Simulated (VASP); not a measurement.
Write the native input for VASP 6.6.1 that does the following.

```
Task                   : single point
Functional             : PBE
Potentials or basis    : VASP PAW PBE potentials, release 64 (Ag)
Cutoff                 : 500 eV
k mesh                 : 14 × 8 × 8
Occupations            : gaussian, width 0.1 eV
Spin                   : no spin polarisation
Dipole correction      : no
Further INCAR settings : ALGO = Normal; EDIFF = 1e-06; NBANDS = 30
```

The structure of Ag lies in POSCAR:

```
Ag
1.0
    2.9398536846      0.0000000000      0.0000000000
    0.0000000000      5.0668867429      0.0000000000
    0.0000000000      0.0000000000      4.7972502994
Ag
4
Direct
    0.0000000000      0.3335241480      0.2500000000
    0.5000000000      0.8335241480      0.2500000000
    0.5000000000      0.1664758520      0.7500000000
    1.0000000000      0.6664758520      0.7500000000
```

These files were run (other wordings do the same):

INCAR

```
PREC = Accurate ; ENCUT = 500
EDIFF = 1E-6 ; ISMEAR = 0
SIGMA = 0.1 ; LREAL = F
LASPH = T ; NELM = 120
ALGO = Normal ; ISIF = 2
LWAVE = F ; LCHARG = F
GGA = PE ; NBANDS = 30
GGA_COMPAT = F
```

KPOINTS

```
regular mesh
0
Gamma
  14 8 8
```

Potentials or basis: VASP PAW PBE potentials, release 64 (Ag).

The run is started by

```console
$ cat potpaw_PBE.64/Ag/POTCAR > POTCAR
$ mpirun -np 1 vasp_std > vasp.out
```

It gave:

```yaml
Pressure: 0.0 GPa
Largest_force: 0.004 eV/Å
Band_gap_on_the_k_mesh: zero (band 22 reaches 10.26 eV, above the bottom of band 23 at 5.55 eV)
```

Run time: 10 min on 1 thread of AMD EPYC 7R13, on a shared host, peak memory 0.37 GiB.
